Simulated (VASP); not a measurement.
# WSe2 in VASP: a series of runs

WSe2 is run at these levels: PBEsol; tasks: single point.

Everything below comes from runs of VASP 6.6.1. Logs are shortened: lines on timing, memory, paths and dates and some standing lists are left out, and cuts for length are marked.

**1. The cell of the first run**

The cell holds a slab with vacuum, 6 atoms: a = 3.271 Å, b = 3.271 Å, c = 23.987 Å, α = 90.00°, β = 90.00°, γ = 120.00°.

**2. Single point, PBEsol (atom 1 (W) moved by +0.000 Å along [1 0 0] and -0.553 Å along [0 0 1])**

File INCAR:

```
SYSTEM = WSe2
PREC = Accurate
ENCUT = 520
EDIFF = 1E-6
ISMEAR = 0
SIGMA = 0.05
LREAL = .FALSE.
LASPH = .TRUE.
NELM = 100
ALGO = Normal
ISIF = 2
LWAVE = .FALSE.
LCHARG = .TRUE.
GGA = PS
LELF = .TRUE.
LVHAR = .TRUE.
NBANDS = 35
```

File KPOINTS:

```
Automatic mesh
0
G
  9 9 2
  0 0 0
```

File POSCAR:

```
WSe2
1.0
    3.2705808386      0.0000000000      0.0000000000
   -1.6352904193      2.8324060913      0.0000000000
    0.0000000000      0.0000000000     23.9869951139
W Se
2 4
Direct
    0.6666666667      0.3333333333      0.1145554758
    0.3333333333      0.6666666667      0.8623778584
    0.3333333333      0.6666666667      0.2073407565
    0.6666666667      0.3333333333      0.9321940382
    0.3333333333      0.6666666667      0.0678059618
    0.6666666667      0.3333333333      0.7926592435
```

Potentials or basis: VASP PAW PBE potentials, release 64 (W_sv, Se).

Launch:

```bash
$ cat potpaw_PBE.64/W_sv/POTCAR potpaw_PBE.64/Se/POTCAR > POTCAR
$ mpirun -np 1 vasp_std > vasp.out
```

OUTCAR:

```text
SYSTEM = WSe2
   PREC = Accurate
   ENCUT = 520
   EDIFF = 1E-6
   ISMEAR = 0
   LREAL = .FALSE.
   LASPH = .TRUE.
   NELM = 100
   ISIF = 2
   GGA = PS

 ion  position               nearest neighbor table
   1  0.667  0.333  0.115-   5 2.20   5 2.20   5 2.20   3 2.92   3 2.92   3 2.92
   2  0.333  0.667  0.862-   6 2.52   6 2.52   6 2.52   4 2.52   4 2.52   4 2.52
   3  0.333  0.667  0.207-   1 2.92   1 2.92   1 2.92
   4  0.667  0.333  0.932-   2 2.52   2 2.52   2 2.52
   5  0.333  0.667  0.068-   1 2.20   1 2.20   1 2.20
   6  0.667  0.333  0.793-   2 2.52   2 2.52   2 2.52

  LATTYP: Found a hexagonal cell.
 ALAT       =     3.2705808386
 C/A-ratio  =     7.3341697691

  Lattice vectors:

 A1 = (   3.2705808386,   0.0000000000,   0.0000000000)
 A2 = (  -1.6352904193,   2.8324060913,   0.0000000000)
 A3 = (   0.0000000000,   0.0000000000,  23.9869951139)

Analysis of symmetry for initial positions (statically):
=====================================================================
 Subroutine PRICEL returns:
 Original cell was already a primitive cell.

 Routine SETGRP: Setting up the symmetry group for a
 hexagonal supercell.

 Subroutine GETGRP returns: Found  6 space group operations
 (whereof  6 operations were pure point group operations)
 out of a pool of 24 trial point group operations.

The static configuration has the point symmetry C_3v.

Analysis of symmetry for dynamics (positions and initial velocities):
=====================================================================
 Subroutine PRICEL returns:
 Original cell was already a primitive cell.

 Routine SETGRP: Setting up the symmetry group for a
 hexagonal supercell.

 Subroutine GETGRP returns: Found  6 space group operations
 (whereof  6 operations were pure point group operations)
 out of a pool of 24 trial point group operations.

The dynamic configuration has the point symmetry C_3v.

 Subroutine INISYM returns: Found  6 space group operations
 (whereof  6 operations are pure point group operations),
 and found     1 'primitive' translations

----------------------------------------------------------------------------------------

                                     Primitive cell

  volume of cell :     222.2062

  direct lattice vectors                    reciprocal lattice vectors
     3.270580839  0.000000000  0.000000000     0.305756087  0.176528359  0.000000000
    -1.635290419  2.832406091  0.000000000     0.000000000  0.353056718  0.000000000
     0.000000000  0.000000000 23.986995114     0.000000000  0.000000000  0.041689257

  length of vectors
     3.270580839  3.270580839 23.986995114     0.353056718  0.353056718  0.041689257

  position of ions in fractional coordinates (direct lattice)
     0.666666667  0.333333333  0.114555476
     0.333333333  0.666666667  0.862377858
     0.333333333  0.666666667  0.207340757
     0.666666667  0.333333333  0.932194038
     0.333333333  0.666666667  0.067805962
     0.666666667  0.333333333  0.792659243

  ion indices of the primitive-cell ions
   primitive index   ion index
                 1           1
                 2           2
                 3           3
                 4           4
                 5           5
                 6           6

----------------------------------------------------------------------------------------

 KPOINTS: Automatic mesh

Automatic generation of k-mesh.
 Grid dimensions read from file:
 generate k-points for:    9    9    2

 Generating k-lattice:

  Cartesian coordinates                     Fractional coordinates (reciprocal lattice)
     0.033972899  0.019614262  0.000000000     0.111111111  0.000000000  0.000000000
     0.000000000  0.039228524  0.000000000     0.000000000  0.111111111  0.000000000
     0.000000000  0.000000000  0.020844628     0.000000000  0.000000000  0.500000000

  Length of vectors
     0.039228524  0.039228524  0.020844628

  Shift w.r.t. Gamma in fractional coordinates (k-lattice)
     0.000000000  0.000000000  0.000000000

 Subroutine IBZKPT returns following result:
 ===========================================

 Found     24 irreducible k-points:

 Following reciprocal coordinates:
            Coordinates               Weight
  0.000000  0.000000  0.000000      1.000000
  0.111111  0.000000  0.000000      6.000000
  0.222222 -0.000000  0.000000      6.000000
  0.333333 -0.000000  0.000000      6.000000
  0.444444 -0.000000  0.000000      6.000000
  0.111111  0.111111  0.000000      6.000000
[... 16 lines left out ...]
  0.333333  0.222222  0.500000     12.000000
  0.333333  0.333333  0.500000      2.000000
   k-points           NKPTS =     24   k-points in BZ     NKDIM =     24   number of bands    NBANDS=     35
   number of dos      NEDOS =    301   number of ions     NIONS =      6
   total plane-waves  NPLWV = 103680
   dimension x,y,z NGX =    24 NGY =   24 NGZ =  180
   dimension x,y,z NGXF=    48 NGYF=   48 NGZF=  360
   ions per type =               2   4
   NGX,Y,Z   is equivalent  to a cutoff of  12.20, 12.20, 12.48 a.u.
   NGXF,Y,Z  is equivalent  to a cutoff of  24.40, 24.40, 24.95 a.u.
 SYSTEM =  WSe2
   PREC   = accura    normal or accurate (medium, high low for compatibility)
   ISTART =      0    job   : 0-new  1-cont  2-samecut
   ICHARG =      2    charge: 1-file 2-atom 10-const
   ISPIN  =      1    spin polarized calculation?
   LNONCOLLINEAR =      F non collinear calculations
   LSORBIT =      F    spin-orbit coupling
   LASPH  =      T    aspherical Exc in radial PAW
   ENCUT  =  520.0 eV  38.22 Ry    6.18 a.u.   6.08  6.08 44.60*2*pi/ulx,y,z
   NELM   =    100;   NELMIN=  2; NELMDL= -5     # of ELM steps
   EDIFF  = 0.1E-05   stopping-criterion for ELM
   LREAL  =      F    real-space projection
   EDIFFG = 0.1E-04   stopping-criterion for IOM
   NSW    =      0    number of steps for IOM
   IBRION =     -1    ionic relax: 0-MD 1-quasi-New 2-CG
   NFREE  =      0    steps in history (QN), initial steepest desc. (CG)
   ISIF   =      2    stress and relaxation
   ISYM   =      2    0-nonsym 1-usesym 2-fastsym
   POTIM  = 0.5000    time-step for ionic-motion
   TEBEG  =    0.0;   TEEND  =   0.0 temperature during run
   PSTRESS=    0.0 pullay stress
   NELECT =      52.0000    total number of electrons
   NUPDOWN=      -1.0000    fix difference up-down
   EMIN   =  10.00;   EMAX   =-10.00  energy-range for DOS
   EFERMI =   0.00;   METHOD = LEGACY
   ISMEAR =     0;   SIGMA  =   0.05  broadening in eV -4-tet -1-fermi 0-gaus
   EFERMI_NEDOS =   21; number of points for ismear=-14 and -15
   IALGO  =     38    algorithm
   IMIX   =      4    mixing-type and parameters
     AMIX     =   0.40;   BMIX     =  1.00
     AMIX_MAG =   1.60;   BMIX_MAG =  1.00
  volume/ion in A,a.u.               =      37.03       249.92
  Fermi-wavevector in a.u.,A,eV,Ry     =   1.008844  1.906438 13.847540  1.017765
  Thomas-Fermi vector in A             =   2.141735
   LORBIT       =      0    0 simple, 1 ext, 2 COOP (PROOUT), +10 PAW based schemes
   GGA     = PS    functional components
   LHFCALC =     F    Hartree Fock is set to
   AEXX    =    0.0000 exact exchange contribution
   IVDW    =     0    specifies the selected vdW correction
   LEPSILON=     F    determine dielectric tensor
   LRPA    =     F    only Hartree local field effects (RPA)
 non-spin polarized calculation
 Gauss-broadening in eV      SIGMA  =   0.05
  energy-cutoff  :      520.00
  volume of cell :      222.21
 maximum number of plane-waves:      6072
   NGX = 13   NGY = 13   NGZ = 89

 number of electron      52.0000003 magnetization

 Free energy of the ion-electron system (eV)
  ---------------------------------------------------
  ext. energy  EPLUGINS =         0.00000000
  ---------------------------------------------------
  free energy    TOTEN  =       -42.57340424 eV

  energy without entropy =      -42.56825930  energy(sigma->0) =      -42.57083177

 E-fermi :   1.8518     XC(G=0):  -6.3471

 val. band max:        1.4920042421   @ k =   0.3333   0.3333   0.0000
 cond. band min:       1.8639982235   @ k =   0.2222   0.1111   0.0000
 fundamental gap:      0.3719939814
 Fermi energy:         1.8517635976

 k-point     1 :       0.0000    0.0000    0.0000
  band No.  band energies     occupation
      1     -73.2677      2.00000
      2     -72.8704      2.00000
      3     -37.5341      2.00000
      4     -37.3833      2.00000
      5     -37.3833      2.00000
      6     -37.3041      2.00000
[... 27 lines left out ...]
     34       5.3930      0.00000
     35       5.9803      0.00000

 k-point     2 :       0.1111    0.0000    0.0000
  band No.  band energies     occupation
      1     -73.2664      2.00000
      2     -72.8687      2.00000
      3     -37.5284      2.00000
      4     -37.4131      2.00000
      5     -37.3903      2.00000
      6     -37.3005      2.00000
[... 27 lines left out ...]
     34       5.6952      0.00000
     35       5.8727      0.00000

 k-point     3 :       0.2222   -0.0000    0.0000
  band No.  band energies     occupation
      1     -73.2630      2.00000
      2     -72.8643      2.00000
      3     -37.5139      2.00000
      4     -37.4877      2.00000
      5     -37.4078      2.00000
      6     -37.3238      2.00000
[... 27 lines left out ...]
     34       6.3579      0.00000
     35       6.3913      0.00000
[... 723 lines left out ...]
 k-point    23 :       0.3333    0.2222    0.5000
  band No.  band energies     occupation
      1     -73.2557      2.00000
      2     -72.8547      2.00000
      3     -37.5956      2.00000
      4     -37.5009      2.00000
      5     -37.4819      2.00000
      6     -37.4522      2.00000
[... 27 lines left out ...]
     34       5.4856      0.00000
     35       6.3390      0.00000

 k-point    24 :       0.3333    0.3333    0.5000
  band No.  band energies     occupation
      1     -73.2550      2.00000
      2     -72.8538      2.00000
      3     -37.5703      2.00000
      4     -37.5444      2.00000
      5     -37.4790      2.00000
      6     -37.4319      2.00000
[... 27 lines left out ...]
     34       6.1673      0.00000
     35       6.5968      0.00000

------------------------ aborting loop because EDIFF is reached ----------------------------------------

  FORCE on cell =-STRESS in cart. coord.  units (eV):
  Direction    XX          YY          ZZ          XY          YZ          ZX
  --------------------------------------------------------------------------------------
  -------------------------------------------------------------------------------------
  Total       11.1343002     11.1343002      4.8442876      0.0000000      0.0000000      0.0000000
  in kB       80.2818285     80.2818285     34.9288471      0.0000000      0.0000000      0.0000000
  external PRESSURE =      65.1641680 kB  Pullay stress =       0.0000000 kB

 VOLUME and BASIS-vectors are now :
 -----------------------------------------------------------------------------
  energy-cutoff  :      520.00
  volume of cell :      222.21
      direct lattice vectors                 reciprocal lattice vectors
     3.270580839  0.000000000  0.000000000     0.305756087  0.176528359  0.000000000
    -1.635290419  2.832406091  0.000000000     0.000000000  0.353056718  0.000000000
     0.000000000  0.000000000 23.986995114     0.000000000  0.000000000  0.041689257

 POSITION                                       TOTAL-FORCE (eV/Angst)
 -----------------------------------------------------------------------------------
      1.63529      0.94414      2.74784         0.000000     -0.000000     12.192788
     -0.00000      1.88827     20.68585        -0.000000     -0.000000     -0.006032
     -0.00000      1.88827      4.97348         0.000000     -0.000000     -2.723986
      1.63529      0.94414     22.36053        -0.000000      0.000000      0.063779
     -0.00000      1.88827      1.62646         0.000000     -0.000000     -9.452093
      1.63529      0.94414     19.01351         0.000000     -0.000000     -0.074456
 -----------------------------------------------------------------------------------
    total drift:                               -0.000000      0.000000      0.000655

  FREE ENERGIE OF THE ION-ELECTRON SYSTEM (eV)
  ---------------------------------------------------
  free  energy   TOTEN  =       -42.5734042425 eV

  energy  without entropy=      -42.5682592975  energy(sigma->0) =      -42.57083177
```

It took 2.5 min on 1 thread of Intel Xeon 6975P-C (Granite Rapids), shared host; peak memory 0.39 GiB.

Results:

| Property | Result |
| --- | --- |
| Free energy | -42.5734 eV |
| Largest force | 12.193 eV/Å |
| Band gap on the k mesh | zero (band 26 reaches 3.03 eV, above the bottom of band 27 at 1.49 eV) |

Forces on the atoms (eV/Å):
```
W    0.000  0.000 12.193
W    0.000  0.000 -0.006
Se   0.000  0.000 -2.724
Se   0.000  0.000  0.064
Se   0.000  0.000 -9.452
Se   0.000  0.000 -0.074
```

Levels at points of the mesh, in eV from the Fermi level:
| k point | band 23 | band 24 | band 25 | band 26 | band 27 | band 28 | band 29 | band 30 |
| --- | --- | --- | --- | --- | --- | --- | --- | --- |
| (0.00, 0.00, 0.00) | -1.61 | -1.50 | -1.50 | 1.18 | 1.32 | 1.32 | 1.87 | 1.87 |
| (0.00, 0.00, 0.50) | -1.61 | -1.50 | -1.50 | 1.18 | 1.32 | 1.32 | 1.87 | 1.87 |

Caveat: the cell differs from its parent crystal (atom 1 (W) moved by +0.000 Å along [1 0 0] and -0.553 Å along [0 0 1]); the PAW data sets were made with another functional, which shifts forces and pressure a little; spin-orbit coupling is left out, which moves the levels of the heavy elements.

**3. Single point, PBEsol (atom 1 (W) moved by +0.000 Å along [1 0 0] and +0.553 Å along [0 0 1])**

File INCAR:

```
SYSTEM = WSe2
PREC = Accurate
ENCUT = 520
EDIFF = 1E-6
ISMEAR = 0
SIGMA = 0.05
LREAL = .False.
LASPH = .True.
NELM = 100
ALGO = Normal
ISIF = 2
LWAVE = .False.
LCHARG = .False.
GGA = PS
NBANDS = 35
```

File KPOINTS:

```
Automatic mesh
0
Gamma
  9 9 2
  0 0 0
```

Edit POSCAR of step 2 so:

```diff
@@ -8,3 +8,3 @@
 Direct
-    0.6666666667      0.3333333333      0.1145554758
+    0.6666666667      0.3333333333      0.1606888074
     0.3333333333      0.6666666667      0.8623778584
```

Potentials or basis: VASP PAW PBE potentials, release 64 (W_sv, Se).

Launch:

```bash
$ cat potpaw_PBE.64/W_sv/POTCAR potpaw_PBE.64/Se/POTCAR > POTCAR
$ mpirun -np 1 vasp_std > vasp.out
```

Wall time 2.5 min (1 thread of Intel Xeon 6975P-C (Granite Rapids), shared host); peak memory 0.4 GiB.

Results (log left out):

```yaml
Free_energy: -42.5290 eV
Largest_force: 11.933 eV/Å
Band_gap_on_the_k_mesh: zero (band 26 reaches 2.54 eV, above the bottom of band 27 at 1.49 eV)
```

Forces on the atoms (eV/Å):
```
W     0.000   0.000 -11.933
W     0.000   0.000   0.003
Se    0.000   0.000   9.242
Se    0.000   0.000   0.075
Se    0.000   0.000   2.681
Se    0.000   0.000  -0.068
```

Levels at points of the mesh, in eV from the Fermi level:
| k point | band 24 | band 25 | band 26 | band 27 | band 28 | band 29 |
| --- | --- | --- | --- | --- | --- | --- |
| (0.00, 0.00, 0.00) | -1.55 | -1.07 | 0.65 | 1.26 | 1.26 | 2.30 |
| (0.00, 0.00, 0.50) | -1.55 | -1.07 | 0.65 | 1.26 | 1.26 | 2.30 |

Caveat: the cell differs from its parent crystal (atom 1 (W) moved by +0.000 Å along [1 0 0] and +0.553 Å along [0 0 1]); the PAW data sets were made with another functional, which shifts forces and pressure a little; spin-orbit coupling is left out, which moves the levels of the heavy elements.
